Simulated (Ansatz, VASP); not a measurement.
One calculation of WC, two programs

```
CELL_PARAMETERS angstrom
0.00000 2.19268 2.19268
2.19268 0.00000 2.19268
2.19268 2.19268 0.00000
ATOMIC_POSITIONS crystal
W 0.00000 0.00000 0.00000
C 0.50000 0.50000 0.50000
```

Alike in both runs: task single point; functional PBEsol; dispersion D4; k mesh 5 × 5 × 5; no spin polarisation.

|  | VASP | Ansatz |
| --- | --- | --- |
| version | VASP 6.6.1 | Ansatz 0.2.0 |
| potentials or method | VASP PAW PBE potentials, release 64 (W_sv, C) | plane waves, PAW |
| plane-wave cutoff (eV) | 600 | 420 |
| occupations | methfessel-paxton of order 1, width 0.05 eV | cold, width 0.05 eV |
| valence electrons in the cell | 18 | 18 |

```tsv
	VASP	Ansatz	Ansatz less VASP
pressure (GPa)	-13.6	-14.5	-0.87
```

VASP's potentials were made for PBE, not for PBEsol.

The k mesh is coarse, so the values compare programs but aren't converged. Spin-orbit coupling is off throughout.
